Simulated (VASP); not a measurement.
# AlN (P6_3/mmc) in VASP: a series of runs, part 3 of 3

VASP 6.6.1.

### Step 5. Single point, PBEsol (volume 10.239 Å^3 an atom, c/a of the conventional cell 1.2540)

The input, INCAR:

```
  ALGO = Normal
  EDIFF = 1E-6
  ENCUT = 520
  GGA = PS
  ISIF = 2
  ISMEAR = 0
  LASPH = True
  LCHARG = False
  LREAL = False
  LWAVE = False
  NBANDS = 16
  NELM = 60
  PREC = Accurate
  SIGMA = 0.05
```

The input, KPOINTS:

```
k-points
0
Gamma
  9 9 6
```

The input, POSCAR:

```
AlN
1.0
    3.3534864879      0.0000000000      0.0000000000
   -1.6767432440      2.9042044897      0.0000000000
    0.0000000000      0.0000000000      4.2052689937
Al N
2 2
Direct
    0.3333333333      0.6666666667      0.7500000000
    0.6666666667      0.3333333333      0.2500000000
    0.3333333333      0.6666666667      0.2500000000
    0.6666666667      0.3333333333      0.7500000000
```

Potentials or basis: VASP PAW PBE potentials, release 64 (Al, N).

Command:

```sh
> cat potpaw_PBE.64/Al/POTCAR potpaw_PBE.64/N/POTCAR > POTCAR
> mpirun -np 1 vasp_std > vasp.out
```

OUTCAR:

```text
EDIFF = 1E-6
   ENCUT = 520
   GGA = PS
   ISIF = 2
   ISMEAR = 0
   LASPH = True
   LREAL = False
   NELM = 60
   PREC = Accurate

 ion  position               nearest neighbor table
   1  0.333  0.667  0.750-   4 1.94   4 1.94   4 1.94   3 2.10   3 2.10   2 2.86   2 2.86   2 2.86
                             2 2.86   2 2.86   2 2.86
   2  0.667  0.333  0.250-   3 1.94   3 1.94   3 1.94   4 2.10   4 2.10   1 2.86   1 2.86   1 2.86
                             1 2.86   1 2.86   1 2.86
   3  0.333  0.667  0.250-   2 1.94   2 1.94   2 1.94   1 2.10   1 2.10
   4  0.667  0.333  0.750-   1 1.94   1 1.94   1 1.94   2 2.10   2 2.10

  LATTYP: Found a hexagonal cell.
 ALAT       =     3.3534864879
 C/A-ratio  =     1.2539990869

  Lattice vectors:

 A1 = (   3.3534864879,   0.0000000000,   0.0000000000)
 A2 = (  -1.6767432440,   2.9042044897,   0.0000000000)
 A3 = (   0.0000000000,   0.0000000000,   4.2052689937)

Analysis of symmetry for initial positions (statically):
=====================================================================
 Subroutine PRICEL returns:
 Original cell was already a primitive cell.

 Routine SETGRP: Setting up the symmetry group for a
 hexagonal supercell.

 Subroutine GETGRP returns: Found 24 space group operations
 (whereof 12 operations were pure point group operations)
 out of a pool of 24 trial point group operations.

The static configuration has the point symmetry D_3d.
 The point group associated with its full space group is D_6h.

Analysis of symmetry for dynamics (positions and initial velocities):
=====================================================================
 Subroutine PRICEL returns:
 Original cell was already a primitive cell.

 Routine SETGRP: Setting up the symmetry group for a
 hexagonal supercell.

[... 122 lines left out ...]
   EMIN   =  10.00;   EMAX   =-10.00  energy-range for DOS
   EFERMI =   0.00;   METHOD = LEGACY
   ISMEAR =     0;   SIGMA  =   0.05  broadening in eV -4-tet -1-fermi 0-gaus
   EFERMI_NEDOS =   21; number of points for ismear=-14 and -15
   IALGO  =     38    algorithm
   IMIX   =      4    mixing-type and parameters
     AMIX     =   0.40;   BMIX     =  1.00
     AMIX_MAG =   1.60;   BMIX_MAG =  1.00
  volume/ion in A,a.u.               =      10.24        69.10
  Fermi-wavevector in a.u.,A,eV,Ry     =   1.196765  2.261558 19.486905  1.432247
  Thomas-Fermi vector in A             =   2.332697
   LORBIT       =      0    0 simple, 1 ext, 2 COOP (PROOUT), +10 PAW based schemes
   GGA     = PS    functional components
   LHFCALC =     F    Hartree Fock is set to
   AEXX    =    0.0000 exact exchange contribution
   IVDW    =     0    specifies the selected vdW correction
   LEPSILON=     F    determine dielectric tensor
   LRPA    =     F    only Hartree local field effects (RPA)
 non-spin polarized calculation
 Gauss-broadening in eV      SIGMA  =   0.05
  energy-cutoff  :      520.00
  volume of cell :       40.96
 maximum number of plane-waves:      1132
 NGX is ok and might be reduce to    28
   NGX = 13   NGY = 13   NGZ = 15

 number of electron      15.9999998 magnetization

 Free energy of the ion-electron system (eV)
  ---------------------------------------------------
  ext. energy  EPLUGINS =         0.00000000
  ---------------------------------------------------
  free energy    TOTEN  =       -30.89051781 eV

  energy without entropy =      -30.89051781  energy(sigma->0) =      -30.89051781

 E-fermi :   7.7037     XC(G=0): -11.2235

 val. band max:        7.5009041649   @ k =   0.0000   0.0000   0.0000
 cond. band min:      10.4980252703   @ k =   0.0000   0.0000   0.0000
 fundamental gap:      2.9971211055
 Fermi energy:         7.7037292440

 k-point     1 :       0.0000    0.0000    0.0000
  band No.  band energies     occupation
      1      -9.0094      2.00000
      2      -5.4365      2.00000
      3       0.8045      2.00000
      4       4.3091      2.00000
      5       4.3091      2.00000
      6       5.9889      2.00000
[... 433 lines left out ...]
      3       1.1295      2.00000
      4       2.0458      2.00000
      5       2.0458      2.00000
      6       4.6217      2.00000
[... 8 lines left out ...]
     15      18.5167      0.00000
     16      20.1874      0.00000

 [... further k-points ...]
[... 5 lines left out ...]
  --------------------------------------------------------------------------------------
  -------------------------------------------------------------------------------------
  Total       -2.4947159     -2.4947159     -2.1060392      0.0000000     -0.0000000     -0.0000000
  in kB      -97.5919812    -97.5919812    -82.3871539      0.0000000     -0.0000000     -0.0000000
  external PRESSURE =     -92.5237054 kB  Pullay stress =       0.0000000 kB

 VOLUME and BASIS-vectors are now :
 -----------------------------------------------------------------------------
  energy-cutoff  :      520.00
  volume of cell :       40.96
      direct lattice vectors                 reciprocal lattice vectors
     3.353486488  0.000000000  0.000000000     0.298197116  0.172164185  0.000000000
    -1.676743244  2.904204490  0.000000000     0.000000000  0.344328371  0.000000000
     0.000000000  0.000000000  4.205268994     0.000000000  0.000000000  0.237796917

 POSITION                                       TOTAL-FORCE (eV/Angst)
 -----------------------------------------------------------------------------------
     -0.00000      1.93614      3.15395        -0.000000     -0.000000      0.000000
      1.67674      0.96807      1.05132         0.000000      0.000000      0.000000
     -0.00000      1.93614      1.05132        -0.000000     -0.000000      0.000000
      1.67674      0.96807      3.15395        -0.000000      0.000000      0.000000
 -----------------------------------------------------------------------------------
    total drift:                                0.000000     -0.000000      0.000000

  FREE ENERGIE OF THE ION-ELECTRON SYSTEM (eV)
  ---------------------------------------------------
  free  energy   TOTEN  =       -30.8905178068 eV

  energy  without entropy=      -30.8905178068  energy(sigma->0) =      -30.89051781
```

It took 14 s on 1 thread of Intel Xeon 6975P-C (Granite Rapids), shared host; peak memory 0.17 GiB.

What came out:

* Free energy: -30.8905 eV
* Pressure: -9.3 GPa
* Band gap on the k mesh: 3.00 eV, direct

Stress tensor (GPa, compression positive):
```
-9.76  0.00  0.00
 0.00 -9.76  0.00
 0.00  0.00 -8.24
```

Caveat: the PAW data sets were made with another functional, which shifts forces and pressure a little.

### Step 6. Summary

| cell | gap on the mesh (eV) | pressure (GPa) |
| --- | --- | --- |
| a = 3.404, b = 3.404, c = 4.269 Å, angles 90.0, 90.0, 120.0°, 4 atoms | 2.67 | -16.6 |
| a = 3.368, b = 3.368, c = 4.361 Å, angles 90.0, 90.0, 120.0°, 4 atoms | 2.57 | -15.7 |
| a = 3.283, b = 3.283, c = 4.389 Å, angles 90.0, 90.0, 120.0°, 4 atoms | 2.83 | -6.6 |
| a = 3.353, b = 3.353, c = 4.205 Å, angles 90.0, 90.0, 120.0°, 4 atoms | 3.00 | -9.3 |

Alike in all rows: task single point; level PBEsol; potentials or basis VASP PAW PBE potentials, release 64 (Al, N); no spin polarisation; k mesh 9 × 9 × 6; cutoff (eV) 520; smearing gaussian 0.05 eV.

Caveats: the PAW data sets were made with another functional, which shifts forces and pressure a little.

Absolute energies hang on the potentials; compare differences alone.
